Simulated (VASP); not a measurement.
Runs of VASP 6.6.1 on HfC. It takes space group P6_3/mmc (No. 194, hexagonal). Conventional cell: a = 3.343 Å, b = 3.343 Å, c = 5.203 Å, α = 90.00°, β = 90.00°, γ = 120.00°. Within 3.1 Å of Hf (site symmetry -6m2) lie 6 C at 2.33 Å. Within 3.1 Å of C (site symmetry -3m) lie 6 Hf at 2.33 Å and 2 C at 2.60 Å. 

| level | spin | k mesh | smearing | grid for exact exchange (PRECFOCK) | share of exact exchange | screening parameter | gap on the mesh (eV) | pressure (GPa) |
| --- | --- | --- | --- | --- | --- | --- | --- | --- |
| PBEsol | off | 5 × 5 × 3 | fermi-dirac 0.03 eV | - | - | - | none | -7.9 |
| PBE-based screened hybrid with 50 % exact exchange | off | 5 × 5 × 3 | fermi-dirac 0.05 eV | Normal | 0.5 | 0.2 1/Å | none | (a) |
| PBE-based screened hybrid with 40 % exact exchange | off | 5 × 5 × 3 | fermi-dirac 0.05 eV | Normal | 0.4 | 0.2 1/Å | none | -8.8 |
| PBEsol | non-collinear, zero start, SOC | 9 × 9 × 5 | fermi-dirac 0.05 eV | - | - | - | - | -7.9 |

Alike in all rows: potentials or basis VASP PAW PBE potentials, release 64 (Hf_pv, C); cell as given; cutoff (eV) 520.

Question: Estimate the missing entries.

Answer: (a) -10.5.

Caveats: some runs use coarse meshes; the PAW data sets were made with another functional, which shifts forces and pressure a little; spin-orbit coupling is left out, which moves the levels of the heavy elements (at least some runs); the cell stands under tension (at least some runs).

A k mesh can miss the band edges, and rows without SOC leave out spin-orbit coupling on Hf.

A gap of «none» marks levels without a gap at the run's occupations.
